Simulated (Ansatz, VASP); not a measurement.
**One calculation of Sn, two programs**

File INCAR:

```
SYSTEM = Sn
  ALGO = Normal
  EDIFF = 1E-6
  EDIFFG = -0.02
  ENCUT = 600
  GGA = PE
  IBRION = 2
  ISIF = 3
  ISMEAR = -1
  IVDW = 12
  LASPH = .True.
  LCHARG = .False.
  LREAL = .False.
  LWAVE = .False.
  NELM = 80
  NSW = 80
  PREC = Accurate
  SIGMA = 0.05
```

File KPOINTS:

```
k-points
0
Gamma
  10 10 10
  0 0 0
```

File POSCAR:

```
Sn
1.0
   -1.8946518192      1.8946518192      1.8946518192
    1.8946518192     -1.8946518192      1.8946518192
    1.8946518192      1.8946518192     -1.8946518192
Sn
1
Direct
    0.0000000000      0.0000000000      0.0000000000
```

File input.yaml:

```yaml
crystal:
  lattice:
    - [-1.8946518192, 1.8946518192, 1.8946518192]
    - [1.8946518192, -1.8946518192, 1.8946518192]
    - [1.8946518192, 1.8946518192, -1.8946518192]
  atoms:
    - { symbol: Sn, position: [0.0, 0.0, 0.0] }
kpoints:
  mp_grid: { grid: [10, 10, 10] }
scf:
  occupations: { method: fermi_dirac, width: 0.05 }
hamiltonian:
  xc: pbe
  dispersion: d3bj
  pseudopotentials: { kind: all_electron, lapw: { basis_error: 0.001 } }
output:
  forces: true
  stress: true
relax:
  f_tol: 0.02
  max_steps: 60
  cell: {}
```

Alike in both runs: task relaxation of cell and atoms; functional PBE; dispersion D3(BJ); k mesh 10 × 10 × 10; occupations fermi-dirac, width 0.05 eV; no spin polarisation.

|  | VASP | Ansatz |
| --- | --- | --- |
| version | VASP 6.6.1 | Ansatz 0.2.0 |
| potentials or method | VASP PAW PBE potentials, release 64 (Sn_d), cutoff 600 eV | all-electron LAPW, scalar-relativistic |

|  | VASP | Ansatz | Ansatz less VASP |
| --- | --- | --- | --- |
| relaxed volume (Å³/atom) | 26.26 | 26.26 | +0.004 |
| relaxed cell length with the largest relative difference (Å) | 3.243 | 3.243 | +0.0002 |

Ansatz ran all-electron here, and VASP with PAW potentials.
